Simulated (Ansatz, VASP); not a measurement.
Two plane-wave programs on Pt

```
Pt
1.0
     0.00000    1.96239    1.96239
     1.96239    0.00000    1.96239
     1.96239    1.96239    0.00000
Pt
1
Cartesian
  0.0000 0.0000 0.0000
```

Alike in both runs: functional r2SCAN; dispersion rVV10; k mesh 18 × 18 × 18; occupations gaussian, width 0.1 eV; no spin polarisation.

Ansatz relaxed the structure, and its values are those at the end. VASP's run is a single point on that final structure, the one shown.

|  | VASP | Ansatz |
| --- | --- | --- |
| version | VASP 6.6.1 | Ansatz 0.2.0 |
| potentials or method | VASP PAW PBE potentials, release 64 (Pt), cutoff 550 eV | scalar-relativistic, plane waves, PAW |
| valence electrons in the cell | 10 | 18 |

VASP gave:

```
gap on the k mesh at the Fermi level (eV) : none
pressure (GPa)                            : 2.1
```

Task: Which values does Ansatz return?

Result: gap on the k mesh at the Fermi level (eV): none; pressure (GPa): 0.0.

VASP's potentials were made for PBE, not for r2SCAN. A gap of «none» marks a metal or a gap that the smearing closes. VASP's potentials hold 10 valence electrons a cell and Ansatz's 18, so a difference there can come from the potentials and not from the codes.

Spin-orbit coupling is off throughout.
